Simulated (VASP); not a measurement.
# MgS (P6_3mc) in VASP: further runs

The runs below take MgS through single point, with LDA.

All numbers are computed with VASP 6.6.1; they aren't measurements. Logs are shortened: lines on timing, memory, paths and dates and some standing lists are left out, and cuts for length are marked.

## Step 1: The cell of the first run

It takes space group P6_3mc (No. 186, hexagonal). The conventional cell has a = 4.088 Å, b = 4.088 Å, c = 6.517 Å, α = 90.00°, β = 90.00°, γ = 120.00°. Within 3.3 Å of S (site symmetry 3m) lie 4 Mg at 2.48 to 2.50 Å. Within 3.3 Å of Mg (site symmetry 3m) lie 4 S at 2.48 to 2.50 Å.

## Step 2: Single point, LDA (23.58 Å³/atom)

Input file INCAR:

```
SYSTEM = MgS
  PREC = Accurate
  ENCUT = 520
  EDIFF = 1E-7
  ISMEAR = -1
  SIGMA = 0.05
  LREAL = .False.
  LASPH = .True.
  NELM = 60
  ALGO = Normal
  ISIF = 2
  LWAVE = .False.
  LCHARG = .False.
  NBANDS = 16
```

Input file KPOINTS:

```
Automatic mesh
0
Gamma
  8 8 4
  0 0 0
```

Input file POSCAR:

```
MgS
1.0
    4.0877156323      0.0000000000      0.0000000000
   -2.0438578162      3.5400655811      0.0000000000
    0.0000000000      0.0000000000      6.5169393366
S Mg
2 2
Direct
    0.6666666667      0.3333333333      0.8792441500
    0.3333333333      0.6666666667      0.3792441500
    0.3333333333      0.6666666667      0.9957548500
    0.6666666667      0.3333333333      0.4957548500
```

Potentials or basis: VASP PAW LDA potentials, release 64 (S, Mg).

Run with:

```
$ cat potpaw_LDA.64/S/POTCAR potpaw_LDA.64/Mg/POTCAR > POTCAR
$ mpirun -np 1 vasp_std > vasp.out
```

OUTCAR:

```text
SYSTEM = MgS
   PREC = Accurate
   ENCUT = 520
   EDIFF = 1E-7
   ISMEAR = -1
   LREAL = .False.
   LASPH = .True.
   NELM = 60
   ISIF = 2

 ion  position               nearest neighbor table
   1  0.667  0.333  0.879-   3 2.48   3 2.48   3 2.48   4 2.50
   2  0.333  0.667  0.379-   4 2.48   4 2.48   4 2.48   3 2.50
   3  0.333  0.667  0.996-   1 2.48   1 2.48   1 2.48   2 2.50
   4  0.667  0.333  0.496-   2 2.48   2 2.48   2 2.48   1 2.50

  LATTYP: Found a hexagonal cell.
 ALAT       =     4.0877156323
 C/A-ratio  =     1.5942741430

  Lattice vectors:

 A1 = (   4.0877156323,   0.0000000000,   0.0000000000)
 A2 = (  -2.0438578162,   3.5400655811,   0.0000000000)
 A3 = (   0.0000000000,   0.0000000000,   6.5169393366)

Analysis of symmetry for initial positions (statically):
=====================================================================
 Subroutine PRICEL returns:
 Original cell was already a primitive cell.

 Routine SETGRP: Setting up the symmetry group for a
 hexagonal supercell.

 Subroutine GETGRP returns: Found 12 space group operations
 (whereof  6 operations were pure point group operations)
 out of a pool of 24 trial point group operations.

The static configuration has the point symmetry C_3v.
 The point group associated with its full space group is C_6v.

Analysis of symmetry for dynamics (positions and initial velocities):
=====================================================================
 Subroutine PRICEL returns:
 Original cell was already a primitive cell.

 Routine SETGRP: Setting up the symmetry group for a
 hexagonal supercell.

 Subroutine GETGRP returns: Found 12 space group operations
 (whereof  6 operations were pure point group operations)
 out of a pool of 24 trial point group operations.

The dynamic configuration has the point symmetry C_3v.
 The point group associated with its full space group is C_6v.

 Subroutine INISYM returns: Found 12 space group operations
 (whereof  6 operations are pure point group operations),
 and found     1 'primitive' translations

----------------------------------------------------------------------------------------

                                     Primitive cell

  volume of cell :      94.3052

  direct lattice vectors                    reciprocal lattice vectors
     4.087715632  0.000000000  0.000000000     0.244635413  0.141240321  0.000000000
    -2.043857816  3.540065581  0.000000000     0.000000000  0.282480643  0.000000000
     0.000000000  0.000000000  6.516939337     0.000000000  0.000000000  0.153446265

  length of vectors
     4.087715632  4.087715632  6.516939337     0.282480643  0.282480643  0.153446265

  position of ions in fractional coordinates (direct lattice)
     0.666666667  0.333333333  0.879244150
     0.333333333  0.666666667  0.379244150
     0.333333333  0.666666667  0.995754850
     0.666666667  0.333333333  0.495754850

  ion indices of the primitive-cell ions
   primitive index   ion index
                 1           1
                 2           2
                 3           3
                 4           4

----------------------------------------------------------------------------------------

 KPOINTS: Automatic mesh

Automatic generation of k-mesh.
 Grid dimensions read from file:
 generate k-points for:    8    8    4

 Generating k-lattice:

  Cartesian coordinates                     Fractional coordinates (reciprocal lattice)
     0.030579427  0.017655040  0.000000000     0.125000000  0.000000000  0.000000000
     0.000000000  0.035310080  0.000000000     0.000000000  0.125000000  0.000000000
     0.000000000  0.000000000  0.038361566     0.000000000  0.000000000  0.250000000

  Length of vectors
     0.035310080  0.035310080  0.038361566

  Shift w.r.t. Gamma in fractional coordinates (k-lattice)
     0.000000000  0.000000000  0.000000000

 Subroutine IBZKPT returns following result:
 ===========================================

 Found     30 irreducible k-points:

 Following reciprocal coordinates:
            Coordinates               Weight
  0.000000  0.000000  0.000000      1.000000
  0.125000 -0.000000  0.000000      6.000000
  0.250000 -0.000000  0.000000      6.000000
  0.375000  0.000000  0.000000      6.000000
  0.500000 -0.000000  0.000000      3.000000
  0.125000  0.125000  0.000000      6.000000
[... 16 lines left out ...]
  0.250000 -0.000000  0.500000      6.000000
  0.375000  0.000000  0.500000      6.000000
 [... further k-points ...]
   k-points           NKPTS =     30   k-points in BZ     NKDIM =     30   number of bands    NBANDS=     16
   number of dos      NEDOS =    301   number of ions     NIONS =      4
   total plane-waves  NPLWV =  43200
   dimension x,y,z NGX =    30 NGY =   30 NGZ =   48
   dimension x,y,z NGXF=    60 NGYF=   60 NGZF=   96
   ions per type =               2   2
   NGX,Y,Z   is equivalent  to a cutoff of  12.20, 12.20, 12.24 a.u.
   NGXF,Y,Z  is equivalent  to a cutoff of  24.40, 24.40, 24.49 a.u.
 SYSTEM =  MgS
   PREC   = accura    normal or accurate (medium, high low for compatibility)
   ISTART =      0    job   : 0-new  1-cont  2-samecut
   ICHARG =      2    charge: 1-file 2-atom 10-const
   ISPIN  =      1    spin polarized calculation?
   LNONCOLLINEAR =      F non collinear calculations
   LSORBIT =      F    spin-orbit coupling
   LASPH  =      T    aspherical Exc in radial PAW
   ENCUT  =  520.0 eV  38.22 Ry    6.18 a.u.   7.60  7.60 12.12*2*pi/ulx,y,z
   NELM   =     60;   NELMIN=  2; NELMDL= -5     # of ELM steps
   EDIFF  = 0.1E-06   stopping-criterion for ELM
   LREAL  =      F    real-space projection
   EDIFFG = 0.1E-05   stopping-criterion for IOM
   NSW    =      0    number of steps for IOM
   IBRION =     -1    ionic relax: 0-MD 1-quasi-New 2-CG
   NFREE  =      0    steps in history (QN), initial steepest desc. (CG)
   ISIF   =      2    stress and relaxation
   ISYM   =      2    0-nonsym 1-usesym 2-fastsym
   POTIM  = 0.5000    time-step for ionic-motion
   TEBEG  =    0.0;   TEEND  =   0.0 temperature during run
   PSTRESS=    0.0 pullay stress
   NELECT =      16.0000    total number of electrons
   NUPDOWN=      -1.0000    fix difference up-down
   EMIN   =  10.00;   EMAX   =-10.00  energy-range for DOS
   EFERMI =   0.00;   METHOD = LEGACY
   ISMEAR =    -1;   SIGMA  =   0.05  broadening in eV -4-tet -1-fermi 0-gaus
   EFERMI_NEDOS =   21; number of points for ismear=-14 and -15
   IALGO  =     38    algorithm
   IMIX   =      4    mixing-type and parameters
     AMIX     =   0.40;   BMIX     =  1.00
     AMIX_MAG =   1.60;   BMIX_MAG =  1.00
  volume/ion in A,a.u.               =      23.58       159.10
  Fermi-wavevector in a.u.,A,eV,Ry     =   0.906295  1.712649 11.175427  0.821371
  Thomas-Fermi vector in A             =   2.029966
   LORBIT       =      0    0 simple, 1 ext, 2 COOP (PROOUT), +10 PAW based schemes
   GGA     = CA    functional components
   LHFCALC =     F    Hartree Fock is set to
   AEXX    =    0.0000 exact exchange contribution
   IVDW    =     0    specifies the selected vdW correction
   LEPSILON=     F    determine dielectric tensor
   LRPA    =     F    only Hartree local field effects (RPA)
 non-spin polarized calculation
  energy-cutoff  :      520.00
  volume of cell :       94.31
 maximum number of plane-waves:      2563
   NGX = 15   NGY = 15   NGZ = 25

 number of electron      15.9999999 magnetization

 Free energy of the ion-electron system (eV)
  ---------------------------------------------------
  ext. energy  EPLUGINS =         0.00000000
  ---------------------------------------------------
  free energy    TOTEN  =       -18.71943866 eV

  energy without entropy =      -18.71943866  energy(sigma->0) =      -18.71943866

 E-fermi :   1.7965     XC(G=0):  -8.6094

 val. band max:        0.7820205095   @ k =   0.0000   0.0000   0.0000
 cond. band min:       3.7523607895   @ k =   0.0000   0.0000   0.0000
 fundamental gap:      2.9703402800
 Fermi energy:         1.7964922819

 k-point     1 :       0.0000    0.0000    0.0000
  band No.  band energies     occupation
      1     -10.4672      2.00000
      2      -9.7786      2.00000
      3      -2.3819      2.00000
      4       0.2151      2.00000
      5       0.2151      2.00000
      6       0.6258      2.00000
[... 8 lines left out ...]
     15       8.9966      0.00000
     16       9.4268      0.00000

 k-point     2 :       0.1250   -0.0000    0.0000
  band No.  band energies     occupation
      1     -10.3948      2.00000
      2      -9.7433      2.00000
      3      -2.2642      2.00000
      4      -0.2491      2.00000
      5       0.0927      2.00000
      6       0.1131      2.00000
[... 8 lines left out ...]
     15       8.9938      0.00000
     16       9.2797      0.00000

 k-point     3 :       0.2500   -0.0000    0.0000
  band No.  band energies     occupation
      1     -10.2021      2.00000
      2      -9.6638      2.00000
      3      -1.9408      2.00000
      4      -1.1443      2.00000
      5      -0.7296      2.00000
      6      -0.1541      2.00000
[... 8 lines left out ...]
     15       9.1055      0.00000
     16       9.6622      0.00000

 k-point     4 :       0.3750    0.0000    0.0000
  band No.  band energies     occupation
      1      -9.9667      2.00000
      2      -9.6080      2.00000
      3      -1.9409      2.00000
      4      -1.4723      2.00000
      5      -1.2995      2.00000
      6      -0.3614      2.00000
[... 8 lines left out ...]
     15       9.2649      0.00000
     16      10.9142      0.00000
[... 324 lines left out ...]
 k-point    22 :       0.1250   -0.0000    0.5000
  band No.  band energies     occupation
      1     -10.0926      2.00000
      2     -10.0926      2.00000
      3      -1.1910      2.00000
      4      -1.1910      2.00000
      5       0.1460      2.00000
      6       0.1460      2.00000
[... 8 lines left out ...]
     15       8.4821      0.00000
     16       8.4821      0.00000

 k-point    23 :       0.2500   -0.0000    0.5000
  band No.  band energies     occupation
      1      -9.9472      2.00000
      2      -9.9472      2.00000
      3      -1.5577      2.00000
      4      -1.5577      2.00000
      5      -0.1077      2.00000
      6      -0.1077      2.00000
[... 8 lines left out ...]
     15       9.2131      0.00000
     16       9.2131      0.00000

 k-point    24 :       0.3750    0.0000    0.5000
  band No.  band energies     occupation
      1      -9.7902      2.00000
      2      -9.7902      2.00000
      3      -2.0690      2.00000
      4      -2.0690      2.00000
      5      -0.0634      2.00000
      6      -0.0634      2.00000
[... 8 lines left out ...]
     15       9.6648      0.00000
     16       9.6648      0.00000

 [... further k-points ...]

------------------------ aborting loop because EDIFF is reached ----------------------------------------

  FORCE on cell =-STRESS in cart. coord.  units (eV):
  Direction    XX          YY          ZZ          XY          YZ          ZX
  --------------------------------------------------------------------------------------
  -------------------------------------------------------------------------------------
  Total       -2.5169382     -2.5169382     -2.5380992      0.0000000      0.0000000      0.0000000
  in kB      -42.7609623    -42.7609623    -43.1204730      0.0000000      0.0000000      0.0000000
  external PRESSURE =     -42.8807992 kB  Pullay stress =       0.0000000 kB

 VOLUME and BASIS-vectors are now :
 -----------------------------------------------------------------------------
  energy-cutoff  :      520.00
  volume of cell :       94.31
      direct lattice vectors                 reciprocal lattice vectors
     4.087715632  0.000000000  0.000000000     0.244635413  0.141240321  0.000000000
    -2.043857816  3.540065581  0.000000000     0.000000000  0.282480643  0.000000000
     0.000000000  0.000000000  6.516939337     0.000000000  0.000000000  0.153446265

 POSITION                                       TOTAL-FORCE (eV/Angst)
 -----------------------------------------------------------------------------------
      2.04386      1.18002      5.72998         0.000000      0.000000     -0.056464
     -0.00000      2.36004      2.47151        -0.000000     -0.000000     -0.056464
     -0.00000      2.36004      6.48927        -0.000000     -0.000000      0.056464
      2.04386      1.18002      3.23080         0.000000     -0.000000      0.056464
 -----------------------------------------------------------------------------------
    total drift:                                0.000000     -0.000000      0.000067

  FREE ENERGIE OF THE ION-ELECTRON SYSTEM (eV)
  ---------------------------------------------------
  free  energy   TOTEN  =       -18.7194386593 eV

  energy  without entropy=      -18.7194386592  energy(sigma->0) =      -18.71943866
```

Run time: 30 s. Hardware: 1 thread of Intel Xeon Platinum 8375C at 2.90GHz (Ice Lake), shared host; peak memory 0.18 GiB.

What came out:

```yaml
Free_energy: -18.7194 eV
Pressure: -4.3 GPa
Largest_force: 0.056 eV/Å
Band_gap_on_the_k_mesh: 2.97 eV
```

Forces on the atoms (eV/Å):
```
S    0.000  0.000 -0.056
S    0.000  0.000 -0.056
Mg   0.000  0.000  0.056
Mg   0.000  0.000  0.056
```

Levels at points of the mesh, in eV from the valence-band top:
```csv
k point,band 5,band 6,band 7,band 8,band 9,band 10,band 11,band 12
"(0.00, 0.00, 0.00)",-0.57,-0.16,-0.16,0.00,2.97,4.30,7.21,7.21
"(0.50, 0.00, 0.00)",-1.84,-1.22,-0.91,-0.47,4.47,4.95,5.45,7.27
"(0.00, 0.00, 0.50)",-0.37,-0.37,-0.37,-0.37,4.48,4.48,7.24,7.24
"(0.50, 0.00, 0.50)",-0.88,-0.88,-0.79,-0.79,4.36,4.36,6.02,6.02
```

Caveat: the cell stands under tension.

## Step 3: Single point, LDA (24.03 Å³/atom)

This run uses another cell than the first one, of 24.03 Å³/atom.

Input file INCAR:

```
ALGO = Normal
EDIFF = 1E-6
ENCUT = 520
GGA = CA
ISIF = 2
ISMEAR = -1
LASPH = T
LCHARG = T
LELF = T
LREAL = F
LVHAR = T
LWAVE = F
NBANDS = 16
NELM = 80
PREC = Accurate
SIGMA = 0.05
```

Input file KPOINTS:

```
k-points
0
Gamma
  8 8 4
```

Input file POSCAR:

```
MgS
1.0
    4.1137527396      0.0000000000      0.0000000000
   -2.0568763698      3.5626143774      0.0000000000
    0.0000000000      0.0000000000      6.5584496235
S Mg
2 2
Direct
    0.6666666667      0.3333333333      0.8792441500
    0.3333333333      0.6666666667      0.3792441500
    0.3333333333      0.6666666667      0.9957548500
    0.6666666667      0.3333333333      0.4957548500
```

Potentials or basis: VASP PAW LDA potentials, release 64 (S, Mg).

Run with:

```
$ cat potpaw_LDA.64/S/POTCAR potpaw_LDA.64/Mg/POTCAR > POTCAR
$ mpirun -np 1 vasp_std > vasp.out
```

Run time: 26 s. Hardware: 1 thread of Intel Xeon Platinum 8375C at 2.90GHz (Ice Lake), shared host; peak memory 0.2 GiB.

It converged, with:

- Free energy: -18.6665 eV
- Pressure: -5.1 GPa
- Largest force: 0.058 eV/Å
- Band gap on the k mesh: 2.88 eV

Forces in eV/Å, atoms in the order of the input:
```
S    0.000  0.000 -0.058
S    0.000  0.000 -0.058
Mg   0.000  0.000  0.058
Mg   0.000  0.000  0.058
```

Levels at points of the mesh, in eV from the valence-band top:
```tsv
k point	band 4	band 5	band 6	band 7	band 8	band 9	band 10	band 11	band 12	band 13
(0.00, 0.00, 0.00)	-0.56	-0.56	-0.15	-0.15	0.00	2.88	4.24	7.17	7.17	7.89
(0.50, 0.00, 0.00)	-2.38	-1.80	-1.20	-0.89	-0.46	4.46	4.92	5.39	7.25	7.76
(0.00, 0.00, 0.50)	-1.87	-0.36	-0.36	-0.36	-0.36	4.39	4.39	7.16	7.16	7.33
(0.50, 0.00, 0.50)	-3.01	-0.86	-0.86	-0.77	-0.77	4.34	4.34	5.98	5.98	8.77
```

Caveat: the cell stands under tension.
